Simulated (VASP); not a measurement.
# CsCl: single point with LDA

The system is CsCl.

```
Cs Cl
1.0
     3.98907    0.00000    0.00000
     0.00000    3.98907    0.00000
     0.00000    0.00000    3.98907
Cs Cl
1 1
Direct
  0.00000 0.00000 0.00000
  0.50000 0.50000 0.50000
```

```
Program                : VASP 6.6.1
Task                   : single point
Functional             : LDA
Potentials or basis    : VASP PAW LDA potentials, release 64 (Cs_sv, Cl)
Cutoff                 : 500 eV
k mesh                 : 6 × 6 × 6
Occupations            : gaussian, width 0.01 eV
Spin                   : non-collinear spin, zero start, spin-orbit coupling
Starting moments       : [[0.0, 0.0, 0.0], [0.0, 0.0, 0.0]] μB
Dipole correction      : no
Further INCAR settings : ALGO = Normal; EDIFF = 1e-06; NBANDS = 28
```

```json
{
  "Pressure": "-0.3 GPa",
  "Net moment": "0.00 μB per cell",
  "Valence electrons inside the program's atomic spheres": "Cs 6.55; Cl 5.12"
}
```

Moments on the atoms (μB; x, y, z):
```
Cs  0.00 0.00 0.00
Cl  0.00 0.00 0.00
```

Run time: 44 s on 1 thread of Intel(R) Xeon(R) 6975P-C (Granite Rapids), on a shared host, peak memory 0.25 GiB.
